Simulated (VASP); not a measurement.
# LiLaSe3 (Pm-3m) in VASP: a series of runs, part 2 of 2

VASP 6.6.1. Earlier steps stand in the parts before.

### Step 4. Single point, LDA

This run uses another cell than the first one, of 20.09 Å³/atom, 0.985 times its volume.

Contents of INCAR:

```
SYSTEM = LiLaSe3
PREC     = Accurate       ! precision mode
ENCUT    = 520            ! plane-wave cutoff, eV
EDIFF    = 1E-7           ! SCF threshold, eV
ISMEAR   = 1              ! smearing method
SIGMA    = 0.02           ! smearing width, eV
LREAL    = .FALSE.        ! projectors in reciprocal space
LASPH    = .TRUE.         ! aspherical terms in the spheres
NELM     = 100            ! most SCF steps
ALGO     = Normal         ! electronic algorithm
ISIF     = 2              ! what is computed and relaxed
LWAVE    = .FALSE.        ! write WAVECAR
LCHARG   = .FALSE.        ! write CHGCAR
NBANDS   = 24             ! bands
```

Contents of KPOINTS:

```
Automatic mesh
0
G
  9 9 9
  0 0 0
```

Contents of POSCAR:

```
LiLaSe3
1.0
    4.6487070597      0.0000000000      0.0000000000
    0.0000000000      4.6487070597      0.0000000000
    0.0000000000      0.0000000000      4.6487070597
La Li Se
1 1 3
Direct
    0.0000000000      0.0000000000      0.0000000000
    0.5000000000      0.5000000000      0.5000000000
    0.5000000000      0.5000000000      0.0000000000
    0.0000000000      0.5000000000      0.5000000000
    0.5000000000      0.0000000000      0.5000000000
```

Potentials or basis: VASP PAW LDA potentials, release 64 (La, Li_sv, Se).

Launch:

```sh
cat potpaw_LDA.64/La/POTCAR potpaw_LDA.64/Li_sv/POTCAR potpaw_LDA.64/Se/POTCAR > POTCAR
mpirun -np 1 vasp_std > vasp.out
```

OUTCAR:

```text
SYSTEM = LiLaSe3
   PREC = Accurate
   ENCUT = 520
   EDIFF = 1E-7
   ISMEAR = 1
   LREAL = .FALSE.
   LASPH = .TRUE.
   NELM = 100
   ISIF = 2

 ion  position               nearest neighbor table
   1  0.000  0.000  0.000-
   2  0.500  0.500  0.500-   3 2.32   4 2.32   5 2.32   3 2.32   5 2.32   4 2.32
   3  0.500  0.500  0.000-   2 2.32   2 2.32
   4  0.000  0.500  0.500-   2 2.32   2 2.32
   5  0.500  0.000  0.500-   2 2.32   2 2.32

  LATTYP: Found a simple cubic cell.
 ALAT       =     4.6487070597

  Lattice vectors:

 A1 = (   4.6487070597,   0.0000000000,   0.0000000000)
 A2 = (   0.0000000000,   4.6487070597,   0.0000000000)
 A3 = (   0.0000000000,   0.0000000000,   4.6487070597)

Analysis of symmetry for initial positions (statically):
=====================================================================
 Subroutine PRICEL returns:
 Original cell was already a primitive cell.

 Routine SETGRP: Setting up the symmetry group for a
 simple cubic supercell.

 Subroutine GETGRP returns: Found 48 space group operations
 (whereof 48 operations were pure point group operations)
 out of a pool of 48 trial point group operations.

The static configuration has the point symmetry O_h .

Analysis of symmetry for dynamics (positions and initial velocities):
=====================================================================
 Subroutine PRICEL returns:
 Original cell was already a primitive cell.

 Routine SETGRP: Setting up the symmetry group for a
 simple cubic supercell.

 Subroutine GETGRP returns: Found 48 space group operations
 (whereof 48 operations were pure point group operations)
 out of a pool of 48 trial point group operations.

The dynamic configuration has the point symmetry O_h .

[... 115 lines left out ...]
   NELECT =      32.0000    total number of electrons
   NUPDOWN=      -1.0000    fix difference up-down
   EMIN   =  10.00;   EMAX   =-10.00  energy-range for DOS
   EFERMI =   0.00;   METHOD = LEGACY
   ISMEAR =     1;   SIGMA  =   0.02  broadening in eV -4-tet -1-fermi 0-gaus
   EFERMI_NEDOS =   21; number of points for ismear=-14 and -15
   IALGO  =     38    algorithm
   IMIX   =      4    mixing-type and parameters
     AMIX     =   0.40;   BMIX     =  1.00
     AMIX_MAG =   1.60;   BMIX_MAG =  1.00
  volume/ion in A,a.u.               =      20.09       135.59
  Fermi-wavevector in a.u.,A,eV,Ry     =   1.118045  2.112799 17.007620  1.250025
  Thomas-Fermi vector in A             =   2.254673
   LORBIT       =      0    0 simple, 1 ext, 2 COOP (PROOUT), +10 PAW based schemes
   GGA     = CA    functional components
   LHFCALC =     F    Hartree Fock is set to
   AEXX    =    0.0000 exact exchange contribution
   IVDW    =     0    specifies the selected vdW correction
   LEPSILON=     F    determine dielectric tensor
   LRPA    =     F    only Hartree local field effects (RPA)
 non-spin polarized calculation
 Methfessel and Paxton  Order N= 1 SIGMA  =   0.02
  energy-cutoff  :      520.00
  volume of cell :      100.46
 maximum number of plane-waves:      2726
 NGX is ok and might be reduce to    36
   NGX = 17   NGY = 17   NGZ = 17

 number of electron      32.0000002 magnetization

 Free energy of the ion-electron system (eV)
  ---------------------------------------------------
  ext. energy  EPLUGINS =         0.00000000
  ---------------------------------------------------
  free energy    TOTEN  =       -25.30122485 eV

  energy without entropy =      -25.30108420  energy(sigma->0) =      -25.30117797

 E-fermi :   6.4844     XC(G=0): -10.5206

 val. band max:        6.4717698664   @ k =   0.4444   0.4444   0.3333
 cond. band min:       6.4912758301   @ k =   0.2222   0.1111   0.1111
 fundamental gap:      0.0195059636
 Fermi energy:         6.4844483610

 k-point     1 :       0.0000    0.0000    0.0000
  band No.  band energies     occupation
      1     -37.6062      2.00000
      2     -26.1986      2.00000
      3      -9.9336      2.00000
      4      -9.9336      2.00000
      5      -9.9336      2.00000
      6      -7.6710      2.00000
[... 637 lines left out ...]
     23       8.4302      0.00000
     24       8.5119      0.00000

 [... further k-points ...]
[... 5 lines left out ...]
  --------------------------------------------------------------------------------------
  -------------------------------------------------------------------------------------
  Total        0.6997324      0.6997324      0.6997324     -0.0000000     -0.0000000      0.0000000
  in kB       11.1595328     11.1595328     11.1595328     -0.0000000     -0.0000000      0.0000000
  external PRESSURE =      11.1595328 kB  Pullay stress =       0.0000000 kB

 VOLUME and BASIS-vectors are now :
 -----------------------------------------------------------------------------
  energy-cutoff  :      520.00
  volume of cell :      100.46
      direct lattice vectors                 reciprocal lattice vectors
     4.648707060  0.000000000  0.000000000     0.215113576  0.000000000  0.000000000
     0.000000000  4.648707060  0.000000000     0.000000000  0.215113576  0.000000000
     0.000000000  0.000000000  4.648707060     0.000000000  0.000000000  0.215113576

 POSITION                                       TOTAL-FORCE (eV/Angst)
 -----------------------------------------------------------------------------------
      0.00000      0.00000      0.00000         0.000000      0.000000      0.000000
      2.32435      2.32435      2.32435         0.000000      0.000000      0.000000
      2.32435      2.32435      0.00000         0.000000      0.000000      0.000000
      0.00000      2.32435      2.32435         0.000000      0.000000      0.000000
      2.32435      0.00000      2.32435         0.000000      0.000000      0.000000
 -----------------------------------------------------------------------------------
    total drift:                                0.000000      0.000000      0.000000

  FREE ENERGIE OF THE ION-ELECTRON SYSTEM (eV)
  ---------------------------------------------------
  free  energy   TOTEN  =       -25.3012248499 eV

  energy  without entropy=      -25.3010842049  energy(sigma->0) =      -25.30117797
```

It took 34 s on 1 thread of Intel Xeon 6975P-C (Granite Rapids), shared host; peak memory 0.24 GiB.

Results:

| Property | Result |
| --- | --- |
| Free energy | -25.3012 eV |
| Band gap on the k mesh | zero (band 16 reaches 6.92 eV, above the bottom of band 17 at 5.82 eV) |

Levels at points of the mesh, in eV from the Fermi level:
```tsv
k point	band 14	band 15	band 16	band 17	band 18	band 19
(0.00, 0.00, 0.00)	-1.49	0.38	0.38	0.38	0.95	0.95
```

Caveat: the cutoff is under 1.25 times the usual one of these potentials, so pressure, stress and relaxed cells hold a basis-set (Pulay) error; spin-orbit coupling is left out, which moves the levels of the heavy elements.

### Step 5. Single point, LDA

Contents of INCAR:

```
SYSTEM = LiLaSe3
PREC     = Accurate       ! precision mode
ENCUT    = 520            ! plane-wave cutoff, eV
EDIFF    = 1E-6           ! SCF threshold, eV
ISMEAR   = 1              ! smearing method
SIGMA    = 0.02           ! smearing width, eV
LREAL    = .False.        ! projectors in reciprocal space
LASPH    = .True.         ! aspherical terms in the spheres
NELM     = 100            ! most SCF steps
ALGO     = Normal         ! electronic algorithm
ISIF     = 2              ! what is computed and relaxed
LWAVE    = .False.        ! write WAVECAR
LCHARG   = .False.        ! write CHGCAR
GGA      = CA             ! functional
NBANDS   = 24             ! bands
```

Contents of KPOINTS:

```
Automatic mesh
0
Gamma
  9 9 9
  0 0 0
```

POSCAR, as its differences from that of step 4:

```diff
@@ -2,5 +2,5 @@
 1.0
-    4.6487070597      0.0000000000      0.0000000000
-    0.0000000000      4.6487070597      0.0000000000
-    0.0000000000      0.0000000000      4.6487070597
+    4.6721857765      0.0000000000      0.0000000000
+    0.0000000000      4.6721857765      0.0000000000
+    0.0000000000      0.0000000000      4.6721857765
 La Li Se
```

Launch:

```sh
cat potpaw_LDA.64/La/POTCAR potpaw_LDA.64/Li_sv/POTCAR potpaw_LDA.64/Se/POTCAR > POTCAR
mpirun -np 1 vasp_std > vasp.out
```

Wall time 33 s (1 thread of Intel Xeon 6975P-C (Granite Rapids), shared host); peak memory 0.23 GiB.

The run converged. Its results:

* Free energy: -25.3071 eV
* Band gap on the k mesh: zero (band 16 reaches 6.73 eV, above the bottom of band 17 at 5.67 eV)

Levels at points of the mesh, in eV from the Fermi level:
| k point | band 12 | band 13 | band 14 | band 15 | band 16 | band 17 | band 18 | band 19 | band 20 | band 21 |
| --- | --- | --- | --- | --- | --- | --- | --- | --- | --- | --- |
| (0.00, 0.00, 0.00) | -1.46 | -1.46 | -1.46 | 0.37 | 0.37 | 0.37 | 0.97 | 0.97 | 1.75 | 1.75 |

Caveat: the cutoff is under 1.25 times the usual one of these potentials, so pressure, stress and relaxed cells hold a basis-set (Pulay) error; spin-orbit coupling is left out, which moves the levels of the heavy elements.

### Step 6. Single point, LDA

This run uses another cell than the first one, of 20.70 Å³/atom, 1.015 times its volume.

Contents of INCAR:

```
PREC = Accurate
ENCUT = 520
EDIFF = 1E-7
ISMEAR = 1
SIGMA = 0.02
LREAL = False
LASPH = True
NELM = 80
ALGO = Normal
ISIF = 2
LWAVE = False
LCHARG = False
NBANDS = 24
```

Contents of KPOINTS:

```
regular mesh
0
Gamma
  9 9 9
```

POSCAR, as its differences from that of step 5:

```diff
@@ -2,5 +2,5 @@
 1.0
-    4.6721857765      0.0000000000      0.0000000000
-    0.0000000000      4.6721857765      0.0000000000
-    0.0000000000      0.0000000000      4.6721857765
+    4.6954308645      0.0000000000      0.0000000000
+    0.0000000000      4.6954308645      0.0000000000
+    0.0000000000      0.0000000000      4.6954308645
 La Li Se
```

Potentials or basis: VASP PAW LDA potentials, release 64 (La, Li_sv, Se).

Launch:

```sh
cat potpaw_LDA.64/La/POTCAR potpaw_LDA.64/Li_sv/POTCAR potpaw_LDA.64/Se/POTCAR > POTCAR
mpirun -np 1 vasp_std > vasp.out
```

Wall time 41 s (1 thread of Intel Xeon 6975P-C (Granite Rapids), shared host); peak memory 0.24 GiB.

The run converged. Its results:

```
Free energy            : -25.3032 eV
Band gap on the k mesh : zero (band 16 reaches 6.55 eV, above the bottom of band 17 at 5.51 eV)
```

Levels at points of the mesh, in eV from the Fermi level:
| k point | band 13 | band 14 | band 15 | band 16 | band 17 | band 18 | band 19 | band 20 |
| --- | --- | --- | --- | --- | --- | --- | --- | --- |
| (0.00, 0.00, 0.00) | -1.43 | -1.43 | 0.36 | 0.36 | 0.36 | 0.99 | 0.99 | 1.77 |

Caveat: the cutoff is under 1.25 times the usual one of these potentials, so pressure, stress and relaxed cells hold a basis-set (Pulay) error; spin-orbit coupling is left out, which moves the levels of the heavy elements.

### Step 7. Overview

```tsv
task	cell	k mesh	cutoff (eV)	gap on the mesh (eV)
single point	a = 4.672 Å, 5 atoms	10 × 10 × 10	520	none
relaxation of cell and atoms	relaxed from a = 4.672 Å, 5 atoms	9 × 9 × 9	600	none
single point	a = 4.649 Å, 5 atoms	9 × 9 × 9	520	none
single point	a = 4.672 Å, 5 atoms	9 × 9 × 9	520	none
single point	a = 4.695 Å, 5 atoms	9 × 9 × 9	520	none
```

Alike in all rows: level LDA; potentials or basis VASP PAW LDA potentials, release 64 (La, Li_sv, Se); no spin polarisation; smearing methfessel-paxton 0.02 eV.

Caveats: the cutoff is under 1.25 times the usual one of these potentials, so pressure, stress and relaxed cells hold a basis-set (Pulay) error; spin-orbit coupling is left out, which moves the levels of the heavy elements; the relaxation stopped at its first step, so nothing moved (some runs).

Total energies depend on the potentials used, so only differences within one code and one set of settings carry meaning.
